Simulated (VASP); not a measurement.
Crystal: Ca.

```
Ca
1.0
    -2.24000    2.24000    2.24000
     2.24000   -2.24000    2.24000
     2.24000    2.24000   -2.24000
Ca
1
Cartesian
  0.0000 0.0000 0.0000
```

- Program: VASP 6.6.1
- Task: relaxation of cell and atoms
- Functional: PBEsol
- Potentials or basis: VASP PAW PBE potentials, release 64 (Ca_sv)
- Cutoff: 600 eV
- k mesh: 14 × 14 × 14
- Occupations: methfessel-paxton, width 0.1 eV
- Spin: no spin polarisation

At the start: pressure -1.5 GPa; volume 44.96 Å³/atom.

Question: Where does the relaxation end?

Answer: Over 4 steps the energy falls by 22.8 meV/atom and the volume is 40.39 Å³/atom (-10.2 %); space group Im-3m (No. 229, to 0.05 Å).

Step by step:
| step | energy change (eV) | largest force (eV/Å) | pressure (GPa) | volume (Å³) |
| --- | --- | --- | --- | --- |
| 1 | 0.0000 | 0.0000 | -1.51 | 44.96 |
| 2 | -0.0188 | 0.0000 | -0.68 | 42.25 |
| 3 | -0.0228 | 0.0000 | -0.07 | 40.58 |
| 4 | -0.0228 | 0.0000 | 0.00 | 40.39 |

Final structure:
```
Ca
1.0
    -2.16145    2.16145    2.16145
     2.16145   -2.16145    2.16145
     2.16145    2.16145   -2.16145
Ca
1
Direct
  0.00000 0.00000 0.00000
```

Caveat: the PAW data sets were made with another functional, which shifts forces and pressure a little; the volume moved by -10 % from the deposited cell, more than functionals usually miss.
